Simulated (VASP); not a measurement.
A run of VASP 6.6.1 is set up as follows.

Contents of INCAR:

```
PREC = Accurate ; ENCUT = 600
EDIFF = 1E-6 ; ISMEAR = -1
SIGMA = 0.1 ; LREAL = F
LASPH = T ; NELM = 60
ALGO = Normal ; ISIF = 3
LWAVE = F ; LCHARG = F
GGA = RP ; IBRION = 2
NSW = 80 ; EDIFFG = -0.01
```

The input KPOINTS:

```
regular mesh
0
Gamma
  8 8 8
```

The input POSCAR:

```
Bi
1.0
    0.0000000000      3.5033007048      3.5033007048
    3.5033007048      0.0000000000      3.5033007048
    3.5033007048      3.5033007048      0.0000000000
Bi
2
Direct
    0.1250000000      0.1250000000      0.1250000000
    0.8750000000      0.8750000000      0.8750000000
```

Potentials or basis: VASP PAW PBE potentials, release 64 (Bi_d).

Launch:

```sh
$ cat potpaw_PBE.64/Bi_d/POTCAR > POTCAR
$ mpirun -np 1 vasp_std > vasp.out
```

Task: Estimate the relaxed cell.

Result: a = 5.214 Å, b = 5.214 Å, c = 5.214 Å, α = 60.00°, β = 60.00°, γ = 60.00°.

Task: Estimate the band gap on the k mesh.

Result: Zero (band 15 reaches 3.92 eV, above the bottom of band 16 at 3.07 eV).

Task: Estimate the relaxed volume.

Result: 50.12 Å³/atom.

Step by step:
| step | energy change (eV) | largest force (eV/Å) | pressure (GPa) | volume (Å³) |
| --- | --- | --- | --- | --- |
| 1 | 0.0000 | 0.0000 | 5.67 | 85.99 |
| 2 | -0.1951 | 0.0000 | -1.34 | 106.35 |
| 3 | -0.2215 | 0.0000 | 0.03 | 100.24 |

Caveat: the volume moved by over 15 % at a fixed basis, so the end points are rough; the PAW data sets were made with another functional, which shifts forces and pressure a little; spin-orbit coupling is left out, which moves the levels of the heavy elements.
